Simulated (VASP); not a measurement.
# Cu (P6_3/mmc) in VASP: further runs, part 3 of 3

VASP 6.6.1.

**5. Single point, PBEsol**

This run uses another cell than the first one, of 11.32 Å³/atom, 1.143 times its volume.

Contents of INCAR:

```
SYSTEM = Cu
PREC     = Accurate       ! precision mode
ENCUT    = 520            ! plane-wave cutoff, eV
EDIFF    = 1E-6           ! SCF threshold, eV
ISMEAR   = 0              ! smearing method
SIGMA    = 0.1            ! smearing width, eV
LREAL    = .False.        ! projectors in reciprocal space
LASPH    = .True.         ! aspherical terms in the spheres
NELM     = 100            ! most SCF steps
ALGO     = Fast           ! electronic algorithm
ISIF     = 2              ! what is computed and relaxed
LWAVE    = .False.        ! write WAVECAR
LCHARG   = .False.        ! write CHGCAR
GGA      = PS             ! functional
NBANDS   = 30             ! bands
```

Contents of KPOINTS:

```
regular mesh
0
Gamma
  24 24 6
  0 0 0
```

Contents of POSCAR:

```
Cu
1.0
    2.5197984310      0.0000000000      0.0000000000
   -1.2598992155      2.1822094536      0.0000000000
    0.0000000000      0.0000000000      8.2352547623
Cu
4
Direct
    0.0000000000      0.0000000000      0.0000000000
    0.3333333333      0.6666666667      0.2500000000
    0.0000000000      0.0000000000      0.5000000000
    0.6666666667      0.3333333333      0.7500000000
```

Potentials or basis: VASP PAW PBE potentials, release 64 (Cu).

Command:

```console
cat potpaw_PBE.64/Cu/POTCAR > POTCAR
mpirun -np 1 vasp_std > vasp.out
```

OUTCAR:

```text
SYSTEM = Cu
   PREC = Accurate
   ENCUT = 520
   EDIFF = 1E-6
   ISMEAR = 0
   LREAL = .False.
   LASPH = .True.
   NELM = 100
   ISIF = 2
   GGA = PS

 ion  position               nearest neighbor table
   1  0.000  0.000  0.000-   2 2.52   4 2.52   2 2.52   4 2.52   4 2.52   2 2.52
   2  0.333  0.667  0.250-   1 2.52   3 2.52   1 2.52   3 2.52   1 2.52   3 2.52
   3  0.000  0.000  0.500-   2 2.52   4 2.52   2 2.52   4 2.52   4 2.52   2 2.52
   4  0.667  0.333  0.750-   1 2.52   3 2.52   1 2.52   3 2.52   1 2.52   3 2.52

  LATTYP: Found a hexagonal cell.
 ALAT       =     2.5197984310
 C/A-ratio  =     3.2682196564

  Lattice vectors:

 A1 = (   2.5197984310,   0.0000000000,   0.0000000000)
 A2 = (  -1.2598992155,   2.1822094536,   0.0000000000)
 A3 = (   0.0000000000,   0.0000000000,   8.2352547623)

Analysis of symmetry for initial positions (statically):
=====================================================================
 Subroutine PRICEL returns:
 Original cell was already a primitive cell.

 Routine SETGRP: Setting up the symmetry group for a
 hexagonal supercell.

 Subroutine GETGRP returns: Found 24 space group operations
 (whereof 12 operations were pure point group operations)
 out of a pool of 24 trial point group operations.

The static configuration has the point symmetry D_3d.
 The point group associated with its full space group is D_6h.

Analysis of symmetry for dynamics (positions and initial velocities):
=====================================================================
 Subroutine PRICEL returns:
 Original cell was already a primitive cell.

 Routine SETGRP: Setting up the symmetry group for a
 hexagonal supercell.

 Subroutine GETGRP returns: Found 24 space group operations
 (whereof 12 operations were pure point group operations)
 out of a pool of 24 trial point group operations.

The dynamic configuration has the point symmetry D_3d.
 The point group associated with its full space group is D_6h.

 Subroutine INISYM returns: Found 24 space group operations
[... 122 lines left out ...]
  volume/ion in A,a.u.               =      11.32        76.40
  Fermi-wavevector in a.u.,A,eV,Ry     =   1.621484  3.064160 35.772573  2.629210
  Thomas-Fermi vector in A             =   2.715252
   LORBIT       =      0    0 simple, 1 ext, 2 COOP (PROOUT), +10 PAW based schemes
   GGA     = PS    functional components
   LHFCALC =     F    Hartree Fock is set to
   AEXX    =    0.0000 exact exchange contribution
   IVDW    =     0    specifies the selected vdW correction
   LEPSILON=     F    determine dielectric tensor
   LRPA    =     F    only Hartree local field effects (RPA)
 non-spin polarized calculation
 RMM-DIIS sequential band-by-band and
 Gauss-broadening in eV      SIGMA  =   0.10
  energy-cutoff  :      520.00
  volume of cell :       45.28
 maximum number of plane-waves:      1242
 NGX is ok and might be reduce to    20
   NGX =  9   NGY =  9   NGZ = 31

 number of electron      43.9999982 magnetization

 Free energy of the ion-electron system (eV)
  ---------------------------------------------------
  ext. energy  EPLUGINS =         0.00000000
  ---------------------------------------------------
  free energy    TOTEN  =       -17.22146329 eV

  energy without entropy =      -17.21653156  energy(sigma->0) =      -17.21899742

 E-fermi :   7.9347     XC(G=0): -13.1565

 val. band max:        7.9305335223   @ k =   0.2083   0.0417   0.5000
 cond. band min:       7.9432426044   @ k =   0.5000   0.0000   0.5000
 fundamental gap:      0.0127090821
 Fermi energy:         7.9346510395

 k-point     1 :       0.0000    0.0000    0.0000
  band No.  band energies     occupation
      1      -1.7823      2.00000
      2       0.3956      2.00000
      3       0.4002      2.00000
      4       2.5959      2.00000
      5       4.5004      2.00000
      6       4.5080      2.00000
[... 781 lines left out ...]
     29      18.4707      0.00000
     30      18.8162      0.00000

 [... further k-points ...]

------------------------ aborting loop because EDIFF is reached ----------------------------------------

  FORCE on cell =-STRESS in cart. coord.  units (eV):
  Direction    XX          YY          ZZ          XY          YZ          ZX
  --------------------------------------------------------------------------------------
  -------------------------------------------------------------------------------------
  Total        0.1747727      0.1747727      0.2614287     -0.0000000      0.0000000      0.0000000
  in kB        6.1836509      6.1836509      9.2496338     -0.0000000      0.0000000      0.0000000
  external PRESSURE =       7.2056452 kB  Pullay stress =       0.0000000 kB

 VOLUME and BASIS-vectors are now :
 -----------------------------------------------------------------------------
  energy-cutoff  :      520.00
  volume of cell :       45.28
      direct lattice vectors                 reciprocal lattice vectors
     2.519798431  0.000000000  0.000000000     0.396857141  0.229125577  0.000000000
    -1.259899215  2.182209454  0.000000000     0.000000000  0.458251154  0.000000000
     0.000000000  0.000000000  8.235254762     0.000000000  0.000000000  0.121429152

 POSITION                                       TOTAL-FORCE (eV/Angst)
 -----------------------------------------------------------------------------------
      0.00000      0.00000      0.00000         0.000000      0.000000     -0.000000
     -0.00000      1.45481      2.05881         0.000000      0.000000      0.000000
      0.00000      0.00000      4.11763         0.000000      0.000000     -0.000000
      1.25990      0.72740      6.17644        -0.000000     -0.000000      0.000000
 -----------------------------------------------------------------------------------
    total drift:                                0.000000     -0.000000      0.000000

  FREE ENERGIE OF THE ION-ELECTRON SYSTEM (eV)
  ---------------------------------------------------
  free  energy   TOTEN  =       -17.2214632858 eV

  energy  without entropy=      -17.2165315637  energy(sigma->0) =      -17.21899742
```

Wall time 2.5 min (1 thread of Intel Xeon 6975P-C (Granite Rapids), shared host); peak memory 0.34 GiB.

What came out:

```yaml
Free_energy: -17.2215 eV
Pressure: 0.7 GPa
Band_gap_on_the_k_mesh: zero (band 22 reaches 11.36 eV, above the bottom of band 23 at 6.10 eV)
```

Stress tensor (GPa, compression positive):
```
0.62 0.00 0.00
0.00 0.62 0.00
0.00 0.00 0.92
```

Caveat: the PAW data sets were made with another functional, which shifts forces and pressure a little.

**6. Relaxation of cell and atoms, PBEsol, target pressure 3 GPa, at which the enthalpy is minimised**

This run uses another cell than the first one, of 11.00 Å³/atom, 1.111 times its volume.

Contents of INCAR:

```
PREC = Accurate ; ENCUT = 600
EDIFF = 1E-7 ; ISMEAR = 0
SIGMA = 0.1 ; LREAL = F
LASPH = T ; NELM = 60
ALGO = Fast ; ISIF = 3
LWAVE = F ; LCHARG = F
GGA = PS ; IBRION = 2
NSW = 70 ; EDIFFG = -0.008
PSTRESS = 30.0
```

Contents of KPOINTS:

```
regular mesh
0
Gamma
  18 18 6
```

Contents of POSCAR:

```
Cu
1.0
    2.4961361303      0.0000000000      0.0000000000
   -1.2480680652      2.1617173001      0.0000000000
    0.0000000000      0.0000000000      8.1579211828
Cu
4
Direct
    0.0000000000      0.0000000000      0.0000000000
    0.3333333333      0.6666666667      0.2500000000
    0.0000000000      0.0000000000      0.5000000000
    0.6666666667      0.3333333333      0.7500000000
```

Potentials or basis: VASP PAW PBE potentials, release 64 (Cu).

Command:

```console
cat potpaw_PBE.64/Cu/POTCAR > POTCAR
mpirun -np 1 vasp_std > vasp.out
```

Wall time 9.1 min (1 thread of AMD EPYC 7R43 (Zen 3), shared host); peak memory 0.25 GiB.

Results (log left out):

- Free energy: -17.2100 eV
- Relaxed volume: 11.18 Å³/atom
- Relaxed cell: a = 2.509 Å, b = 2.509 Å, c = 8.200 Å, α = 90.00°, β = 90.00°, γ = 120.00°
- Space group after relaxing (to 0.05 Å): P6_3/mmc (No. 194)
- Energy change on relaxing (the enthalpy is what falls): -4.7 meV/atom
- Ionic steps: 3
- Pressure after relaxing: 3.1 GPa
- Band gap on the k mesh: zero (band 22 reaches 11.55 eV, above the bottom of band 23 at 6.25 eV)

Step by step:
```tsv
step	energy change (eV)	largest force (eV/Å)	pressure (GPa)	volume (Å³)
1	0.0000	0.0000	5.87	44.02
2	-0.0257	0.0000	0.79	45.29
3	-0.0189	0.0000	3.08	44.71
```

Final structure:
```yaml
crystal:
  lattice:
    - [2.50905, 0.00000, 0.00000]
    - [-1.25453, 2.17290, 0.00000]
    - [0.00000, 0.00000, 8.19991]
  atoms:
    - { symbol: Cu, position: [0.00000, 0.00000, 0.00000] }
    - { symbol: Cu, position: [0.33333, 0.66667, 0.25000] }
    - { symbol: Cu, position: [0.00000, 0.00000, 0.50000] }
    - { symbol: Cu, position: [0.66667, 0.33333, 0.75000] }
```

Levels at points of the mesh, in eV from the Fermi level:
```tsv
k point	band 18	band 19	band 20	band 21	band 22	band 23	band 24	band 25	band 26
(0.00, 0.00, 0.00)	-2.15	-2.15	-1.97	-1.97	-1.67	-1.67	-1.16	4.07	12.92
(0.50, 0.00, 0.00)	-1.52	-1.52	-1.50	-0.70	0.36	1.05	1.63	4.90	4.92
(0.00, 0.00, 0.50)	-2.28	-2.28	-2.28	-1.79	-1.79	-1.79	-1.79	7.23	7.23
(0.50, 0.00, 0.50)	-1.61	-1.53	-1.53	0.06	0.06	1.42	1.42	5.39	5.39
```

Caveat: the cell is relaxed towards a set pressure, so the enthalpy falls and the energy may rise; the PAW data sets were made with another functional, which shifts forces and pressure a little.

**7. Overview**

```tsv
task	cell	k mesh	cutoff (eV)	gap on the mesh (eV)	pressure (GPa)
relaxation of cell and atoms	relaxed to 30 GPa from a = 2.410, b = 2.410, c = 7.877 Å, angles 90.0, 90.0, 120.0°, 4 atoms	18 × 18 × 6	600	none	30.1
relaxation of cell and atoms	relaxed to 15 GPa from a = 2.456, b = 2.456, c = 8.029 Å, angles 90.0, 90.0, 120.0°, 4 atoms	18 × 18 × 6	600	none	15.0
relaxation of cell and atoms	relaxed to 8 GPa from a = 2.483, b = 2.483, c = 8.115 Å, angles 90.0, 90.0, 120.0°, 4 atoms	18 × 18 × 6	600	none	8.0
single point	a = 2.520, b = 2.520, c = 8.235 Å, angles 90.0, 90.0, 120.0°, 4 atoms	24 × 24 × 6	520	none	0.7
relaxation of cell and atoms	relaxed to 3 GPa from a = 2.496, b = 2.496, c = 8.158 Å, angles 90.0, 90.0, 120.0°, 4 atoms	18 × 18 × 6	600	none	3.1
```

Alike in all rows: level PBEsol; potentials or basis VASP PAW PBE potentials, release 64 (Cu); no spin polarisation; smearing gaussian 0.1 eV.

Caveats: the PAW data sets were made with another functional, which shifts forces and pressure a little; the cell is relaxed towards a set pressure, so the enthalpy falls and the energy may rise (some runs).

Absolute energies hang on the potentials; compare differences alone.
